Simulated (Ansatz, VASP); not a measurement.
**CuO: VASP beside Ansatz**

```
Cu O
1.0
     3.42205   -0.06844    0.00000
    -0.06844    3.42205    0.00000
     0.00000    0.00000    4.26046
Cu O
2 2
Direct
  0.00000 0.50000 0.00000
  0.50000 0.00000 0.50000
  0.00000 0.00000 0.25000
  0.00000 0.00000 0.75000
```

Alike in both runs: functional PBE; k mesh 7 × 7 × 5; occupations fermi-dirac, width 0.05 eV; no spin polarisation.

|  | VASP | Ansatz |
| --- | --- | --- |
| version | VASP 6.6.1 | Ansatz 0.2.0 |
| potentials or method | VASP PAW PBE potentials, release 64 (Cu, O) | Ansatz PAW |
| plane-wave cutoff (eV) | 600 | 420 |
| valence electrons in the cell | 34 | 50 |
| task | single point | band structure |

|  | VASP | Ansatz | Ansatz less VASP |
| --- | --- | --- | --- |
| gap on the k mesh at the Fermi level (eV) | none | none | - |
| pressure (GPa) | -2.6 | -2.8 | -0.21 |
| traceless stress, the component that is largest in VASP (GPa) | 23.64 | 24.19 | +0.547 |

A gap of «none» marks a metal or a gap that the smearing closes. The functional is the same, so the differences come from potentials, cutoffs and numerics. VASP's potentials hold 34 valence electrons a cell and Ansatz's 50, so a difference there can come from the potentials and not from the codes.
